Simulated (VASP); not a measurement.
# TiO2 (Rutile) (P4_2/mnm) in VASP: notebook, part 2 of 2

VASP 6.6.1.

### Step 4. Single point, PBE

This run uses another cell than the first one, of 10.41 Å³/atom, 1.059 times its volume.

INCAR reads:

```
SYSTEM = TiO2
PREC     = Accurate       ! precision mode
ENCUT    = 520            ! plane-wave cutoff, eV
EDIFF    = 1E-7           ! SCF threshold, eV
ISMEAR   = 0              ! smearing method
SIGMA    = 0.01           ! smearing width, eV
LREAL    = .FALSE.        ! projectors in reciprocal space
LASPH    = .TRUE.         ! aspherical terms in the spheres
NELM     = 80             ! most SCF steps
ALGO     = Normal         ! electronic algorithm
ISIF     = 2              ! what is computed and relaxed
LWAVE    = .FALSE.        ! write WAVECAR
LCHARG   = .FALSE.        ! write CHGCAR
GGA      = PE             ! functional
NBANDS   = 33             ! bands
```

KPOINTS reads:

```
Automatic mesh
0
G
  4 4 6
  0 0 0
```

POSCAR reads:

```
TiO2
1.0
    4.5988144691      0.0000000000      0.0000000000
    0.0000000000      4.5988144691      0.0000000000
    0.0000000000      0.0000000000      2.9521850283
Ti O
2 4
Direct
    0.0000000000      0.0000000000      0.0000000000
    0.5000000000      0.5000000000      0.5000000000
    0.3042351432      0.3042351432      0.0000000000
    0.1957648568      0.8042351432      0.5000000000
    0.6957648568      0.6957648568      0.0000000000
    0.8042351432      0.1957648568      0.5000000000
```

Potentials or basis: VASP PAW PBE potentials, release 64 (Ti_sv, O).

The run is started by

```
$ cat potpaw_PBE.64/Ti_sv/POTCAR potpaw_PBE.64/O/POTCAR > POTCAR
$ mpirun -np 1 vasp_std > vasp.out
```

OUTCAR:

```text
SYSTEM = TiO2
   PREC = Accurate
   ENCUT = 520
   EDIFF = 1E-7
   ISMEAR = 0
   LREAL = .FALSE.
   LASPH = .TRUE.
   NELM = 80
   ISIF = 2
   GGA = PE

 ion  position               nearest neighbor table
   1  0.000  0.000  0.000-   4 1.95   6 1.95   4 1.95   6 1.95   5 1.98   3 1.98
   2  0.500  0.500  0.500-   3 1.95   5 1.95   3 1.95   5 1.95   4 1.98   6 1.98
   3  0.304  0.304  0.000-   2 1.95   2 1.95   1 1.98
   4  0.196  0.804  0.500-   1 1.95   1 1.95   2 1.98
   5  0.696  0.696  0.000-   2 1.95   2 1.95   1 1.98
   6  0.804  0.196  0.500-   1 1.95   1 1.95   2 1.98

  LATTYP: Found a simple tetragonal cell.
 ALAT       =     4.5988144691
 C/A-ratio  =     0.6419447986

  Lattice vectors:

 A1 = (   4.5988144691,   0.0000000000,   0.0000000000)
 A2 = (   0.0000000000,   4.5988144691,   0.0000000000)
 A3 = (   0.0000000000,   0.0000000000,   2.9521850283)

Analysis of symmetry for initial positions (statically):
=====================================================================
 Subroutine PRICEL returns:
 Original cell was already a primitive cell.

 Routine SETGRP: Setting up the symmetry group for a
 simple tetragonal supercell.

 Subroutine GETGRP returns: Found 16 space group operations
 (whereof  8 operations were pure point group operations)
 out of a pool of 16 trial point group operations.

The static configuration has the point symmetry D_2h.
 The point group associated with its full space group is D_4h.

Analysis of symmetry for dynamics (positions and initial velocities):
=====================================================================
 Subroutine PRICEL returns:
 Original cell was already a primitive cell.

 Routine SETGRP: Setting up the symmetry group for a
 simple tetragonal supercell.

 Subroutine GETGRP returns: Found 16 space group operations
 (whereof  8 operations were pure point group operations)
[... 130 lines left out ...]
     AMIX_MAG =   1.60;   BMIX_MAG =  1.00
  volume/ion in A,a.u.               =      10.41        70.22
  Fermi-wavevector in a.u.,A,eV,Ry     =   1.499720  2.834059 30.601673  2.249159
  Thomas-Fermi vector in A             =   2.611313
   LORBIT       =      0    0 simple, 1 ext, 2 COOP (PROOUT), +10 PAW based schemes
   GGA     = PE    functional components
   LHFCALC =     F    Hartree Fock is set to
   AEXX    =    0.0000 exact exchange contribution
   IVDW    =     0    specifies the selected vdW correction
   LEPSILON=     F    determine dielectric tensor
   LRPA    =     F    only Hartree local field effects (RPA)
 non-spin polarized calculation
 Gauss-broadening in eV      SIGMA  =   0.01
  energy-cutoff  :      520.00
  volume of cell :       62.44
 maximum number of plane-waves:      1698
 NGX is ok and might be reduce to    36
   NGX = 17   NGY = 17   NGZ = 11

 number of electron      48.0000020 magnetization

 Free energy of the ion-electron system (eV)
  ---------------------------------------------------
  ext. energy  EPLUGINS =         0.00000000
  ---------------------------------------------------
  free energy    TOTEN  =       -53.64537781 eV

  energy without entropy =      -53.64537781  energy(sigma->0) =      -53.64537781

 E-fermi :   4.9530     XC(G=0): -11.4121

 val. band max:        4.8525172100   @ k =   0.0000   0.0000   0.0000
 cond. band min:       6.6972454433   @ k =   0.0000   0.0000   0.0000
 fundamental gap:      1.8447282333
 Fermi energy:         4.9529736369

 k-point     1 :       0.0000    0.0000    0.0000
  band No.  band energies     occupation
      1     -52.0741      2.00000
      2     -52.0571      2.00000
      3     -28.3817      2.00000
      4     -28.3817      2.00000
      5     -28.2169      2.00000
      6     -28.2169      2.00000
[... 853 lines left out ...]
     32      10.7580      0.00000
     33      10.8451      0.00000

------------------------ aborting loop because EDIFF is reached ----------------------------------------

  FORCE on cell =-STRESS in cart. coord.  units (eV):
  Direction    XX          YY          ZZ          XY          YZ          ZX
  --------------------------------------------------------------------------------------
  -------------------------------------------------------------------------------------
  Total        2.1835120      2.1835120      2.2852878     -0.0000000      0.0000000      0.0000000
  in kB       56.0313159     56.0313159     58.6429928     -0.0000000      0.0000000      0.0000000
  external PRESSURE =      56.9018749 kB  Pullay stress =       0.0000000 kB

 VOLUME and BASIS-vectors are now :
 -----------------------------------------------------------------------------
  energy-cutoff  :      520.00
  volume of cell :       62.44
      direct lattice vectors                 reciprocal lattice vectors
     4.598814469  0.000000000  0.000000000     0.217447346  0.000000000  0.000000000
     0.000000000  4.598814469  0.000000000     0.000000000  0.217447346  0.000000000
     0.000000000  0.000000000  2.952185028     0.000000000  0.000000000  0.338732156

 POSITION                                       TOTAL-FORCE (eV/Angst)
 -----------------------------------------------------------------------------------
      0.00000      0.00000      0.00000         0.000000      0.000000      0.000000
      2.29941      2.29941      1.47609         0.000000      0.000000      0.000000
      1.39912      1.39912      0.00000        -0.017608     -0.017608     -0.000000
      0.90029      3.69853      1.47609         0.017608     -0.017608      0.000000
      3.19969      3.19969      0.00000         0.017608      0.017608      0.000000
      3.69853      0.90029      1.47609        -0.017608      0.017608      0.000000
 -----------------------------------------------------------------------------------
    total drift:                                0.000000      0.000000      0.000000

  FREE ENERGIE OF THE ION-ELECTRON SYSTEM (eV)
  ---------------------------------------------------
  free  energy   TOTEN  =       -53.6453778055 eV

  energy  without entropy=      -53.6453778055  energy(sigma->0) =      -53.64537781
```

OSZICAR:

```text
N       E                     dE             d eps       ncg     rms          rms(c)
DAV:   1     0.654350183702E+03    0.65435E+03   -0.24152E+04  1584   0.172E+03
DAV:   2     0.221942383449E+02   -0.63216E+03   -0.58576E+03  1760   0.514E+02
DAV:   3    -0.662794112933E+02   -0.88474E+02   -0.86786E+02  2129   0.187E+02
DAV:   4    -0.709421851309E+02   -0.46628E+01   -0.46500E+01  2331   0.406E+01
DAV:   5    -0.711187216758E+02   -0.17654E+00   -0.17652E+00  2068   0.632E+00    0.315E+01
DAV:   6    -0.539990425902E+02    0.17120E+02   -0.75361E+01  2068   0.885E+01    0.111E+01
DAV:   7    -0.539250532399E+02    0.73989E-01   -0.13109E+01  1975   0.327E+01    0.924E+00
DAV:   8    -0.537808805925E+02    0.14417E+00   -0.42839E-01  1945   0.538E+00    0.714E+00
DAV:   9    -0.537802286691E+02    0.65192E-03   -0.12192E+00  2035   0.129E+01    0.332E+00
DAV:  10    -0.536544645732E+02    0.12576E+00   -0.56692E-01  1957   0.740E+00    0.906E-01
DAV:  11    -0.536467650700E+02    0.76995E-02   -0.28030E-02  2094   0.127E+00    0.486E-01
DAV:  12    -0.536458580313E+02    0.90704E-03   -0.54026E-03  1819   0.744E-01    0.172E-01
DAV:  13    -0.536454022691E+02    0.45576E-03   -0.10519E-03  2144   0.303E-01    0.510E-02
DAV:  14    -0.536453850822E+02    0.17187E-04   -0.80439E-05  2076   0.806E-02    0.268E-02
DAV:  15    -0.536453778547E+02    0.72275E-05   -0.45480E-05  2196   0.455E-02    0.676E-03
DAV:  16    -0.536453778897E+02   -0.35060E-07   -0.48641E-06  1860   0.144E-02    0.524E-03
DAV:  17    -0.536453778055E+02    0.84219E-07   -0.31361E-07  1664   0.582E-03
   1 F= -.53645378E+02 E0= -.53645378E+02  d E =-.875696E-48
```

It took 50 s on 1 thread of AMD EPYC 7R43 (Zen 3), shared host; peak memory 0.16 GiB.

Results:

```
Free energy            : -53.6454 eV
Pressure               : 5.7 GPa
Largest force          : 0.025 eV/Å
Band gap on the k mesh : 1.84 eV, direct
```

Forces in eV/Å, atoms in the order of the input:
```
Ti   0.000  0.000  0.000
Ti   0.000  0.000  0.000
O   -0.018 -0.018  0.000
O    0.018 -0.018  0.000
O    0.018  0.018  0.000
O   -0.018  0.018  0.000
```

Levels at points of the mesh, in eV from the valence-band top:
| k point | band 21 | band 22 | band 23 | band 24 | band 25 | band 26 | band 27 | band 28 |
| --- | --- | --- | --- | --- | --- | --- | --- | --- |
| (0.00, 0.00, 0.00) | -0.70 | -0.46 | -0.46 | 0.00 | 1.84 | 2.13 | 2.39 | 2.49 |
| (0.50, 0.00, 0.00) | -1.64 | -1.64 | -0.74 | -0.74 | 2.51 | 2.51 | 3.01 | 3.01 |
| (0.50, 0.50, 0.00) | -1.30 | -1.30 | -1.08 | -1.08 | 1.88 | 1.88 | 2.51 | 2.51 |
| (0.00, 0.00, 0.50) | -2.37 | -2.37 | -1.43 | -1.43 | 2.96 | 2.96 | 3.18 | 3.18 |
| (0.50, 0.00, 0.50) | -2.04 | -2.04 | -1.04 | -1.04 | 1.90 | 1.90 | 3.20 | 3.20 |
| (0.50, 0.50, 0.50) | -1.29 | -1.29 | -0.68 | -0.68 | 2.59 | 2.59 | 3.19 | 3.19 |

A k mesh can miss the band edges.

### Step 5. Overview

| cell | gap on the mesh (eV) | pressure (GPa) | largest force (eV/Å) |
| --- | --- | --- | --- |
| a = 4.496, b = 4.496, c = 2.918 Å, 6 atoms | 1.91 | 20.8 | 0.02 |
| a = 4.561, b = 4.561, c = 2.940 Å, 6 atoms | 1.86 | 10.7 | 0.02 |
| a = 4.599, b = 4.599, c = 2.952 Å, 6 atoms | 1.84 | 5.7 | 0.02 |

Alike in all rows: task single point; level PBE; potentials or basis VASP PAW PBE potentials, release 64 (Ti_sv, O); no spin polarisation; k mesh 4 × 4 × 6; cutoff (eV) 520; smearing gaussian 0.01 eV.

Total energies depend on the potentials used, so only differences within one code and one set of settings carry meaning.
